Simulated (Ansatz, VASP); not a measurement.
One calculation of As, two programs

```
As
1.0
     4.56640    0.00000    0.00000
    -2.28320    3.95462    0.00000
     0.00000    0.00000    2.83374
As
2
Direct
  0.33333 0.66667 0.00000
  0.66667 0.33333 0.00000
```

Alike in both runs: functional r2SCAN; k mesh 4 × 4 × 5; occupations fermi-dirac, width 0.05 eV; no spin polarisation.

|  | VASP | Ansatz |
| --- | --- | --- |
| version | VASP 6.6.1 | Ansatz 0.2.0 |
| potentials or method | VASP PAW PBE potentials, release 64 (As) | Ansatz PAW |
| plane-wave cutoff (eV) | 520 | 500 |
| valence electrons in the cell | 10 | 30 |
| task | single point | projected density of states |

|  | VASP | Ansatz | Ansatz less VASP |
| --- | --- | --- | --- |
| gap on the k mesh at the Fermi level (eV) | none | none | - |
| pressure (GPa) | -2.3 | -2.3 | +0.02 |
| traceless stress, the component that is largest in VASP (GPa) | 5.30 | 5.34 | +0.041 |

VASP's potentials were made for PBE, not for r2SCAN. A gap of «none» marks a metal or a gap that the smearing closes. VASP's potentials hold 10 valence electrons a cell and Ansatz's 30, so a difference there can come from the potentials and not from the codes.

The k mesh is coarse, so the values compare programs but aren't converged.
